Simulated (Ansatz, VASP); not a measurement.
# Two plane-wave programs on IrS

File POSCAR:

```
IrS
1.0
    0.0000000000      2.6364931245      2.6364931245
    2.6364931245      0.0000000000      2.6364931245
    2.6364931245      2.6364931245      0.0000000000
Ir S
1 1
Direct
    0.0000000000      0.0000000000      0.0000000000
    0.2500000000      0.2500000000      0.2500000000
```

Contents of INCAR.step1:

```
SYSTEM = IrS
PREC     = Accurate       ! precision mode
ENCUT    = 520            ! plane-wave cutoff, eV
ISMEAR   = 0              ! smearing method
SIGMA    = 0.05           ! smearing width, eV
LREAL    = .False.        ! projectors in reciprocal space
LASPH    = .True.         ! aspherical terms in the spheres
NELM     = 100            ! most SCF steps
NBANDS   = 14             ! bands
GGA      = PE             ! functional
ALGO     = Normal         ! electronic algorithm
EDIFF    = 1E-4           ! SCF threshold, eV
LWAVE    = .True.         ! write WAVECAR
LCHARG   = .False.        ! write CHGCAR
```

Contents of INCAR.step2:

```
SYSTEM = IrS
PREC     = Accurate       ! precision mode
ENCUT    = 520            ! plane-wave cutoff, eV
EDIFF    = 1E-6           ! SCF threshold, eV
ISMEAR   = 0              ! smearing method
SIGMA    = 0.05           ! smearing width, eV
LREAL    = .False.        ! projectors in reciprocal space
LASPH    = .True.         ! aspherical terms in the spheres
NELM     = 100            ! most SCF steps
ALGO     = Normal         ! electronic algorithm
ISIF     = 2              ! what is computed and relaxed
LWAVE    = .False.        ! write WAVECAR
LCHARG   = .False.        ! write CHGCAR
METAGGA  = R2SCAN         ! meta-GGA
LMIXTAU  = .True.       
NBANDS   = 14             ! bands
ISTART   = 1
```

KPOINTS

```
regular mesh
0
Gamma
  10 10 10
  0 0 0
```

Input for Ansatz:

```yaml
crystal:
  lattice:
    - [0.0, 2.6364931245, 2.6364931245]
    - [2.6364931245, 0.0, 2.6364931245]
    - [2.6364931245, 2.6364931245, 0.0]
  atoms:
    - { symbol: Ir, position: [0.0, 0.0, 0.0] }
    - { symbol: S, position: [0.25, 0.25, 0.25] }
basis:
  ecutwfc: 500
  ecutrho_ratio: 4
kpoints:
  mp_grid: { grid: [10, 10, 10] }
hamiltonian:
  xc: r2scan
scf:
  occupations: { method: gaussian, width: 0.05 }
output:
  forces: true
  stress: true
  eigenvalues: true
  populations: true
  write_density: true
  write_potential: true
  elf: true
  volumetric_format: npy
```

Alike in both runs: task single point; functional r2SCAN; k mesh 10 × 10 × 10; occupations gaussian, width 0.05 eV; no spin polarisation.

|  | VASP | Ansatz |
| --- | --- | --- |
| version | VASP 6.6.1 | Ansatz 0.2.0 |
| potentials or method | VASP PAW PBE potentials, release 64 (Ir, S), cutoff 520 eV | scalar-relativistic, plane waves, PAW |
| valence electrons in the cell | 15 | 23 |

Ansatz gave:

```
gap on the k mesh at the Fermi level (eV) : none
pressure (GPa)                            : -3.3
```

Q: Estimate VASP's values.

A: gap on the k mesh at the Fermi level (eV): none; pressure (GPa): -2.4.

VASP's potentials were made for PBE, not for r2SCAN. A gap of «none» marks a metal or a gap that the smearing closes. The functional is the same, so the differences come from potentials, cutoffs and numerics. VASP's potentials hold 15 valence electrons a cell and Ansatz's 23, so a difference there can come from the potentials and not from the codes.

Spin-orbit coupling is off throughout.
